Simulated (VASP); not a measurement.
A run of VASP 6.6.1 is set up as follows.

The input INCAR:

```
PREC     = Accurate       # precision mode
ENCUT    = 520            # plane-wave cutoff, eV
EDIFF    = 1E-6           # SCF threshold, eV
ISMEAR   = 0              # smearing method
SIGMA    = 0.1            # smearing width, eV
LREAL    = False          # projectors in reciprocal space
LASPH    = True           # aspherical terms in the spheres
NELM     = 80             # most SCF steps
ALGO     = Normal         # electronic algorithm
ISIF     = 2              # what is computed and relaxed
LWAVE    = False          # write WAVECAR
LCHARG   = False          # write CHGCAR
GGA      = PE             # functional
NBANDS   = 11             # bands
```

Contents of KPOINTS:

```
regular mesh
0
Gamma
  27 27 8
```

POSCAR

```
C
1.0
    2.4663154919      0.0000000000      0.0000000000
   -1.2331577459      2.1358918697      0.0000000000
    0.0000000000      0.0000000000      8.5216018615
C
2
Direct
    0.3333333333      0.6666666667      0.0000000000
    0.6666666667      0.3333333333      0.0000000000
```

Potentials or basis: VASP PAW PBE potentials, release 64 (C).

Launch:

```bash
$ cat potpaw_PBE.64/C/POTCAR > POTCAR
$ mpirun -np 1 vasp_std > vasp.out
```

Question: What does it give for the band gap on the k mesh?

Answer: Zero (filled and empty bands touch).

Caveat: there is no dipole correction, which matters where the two faces differ.
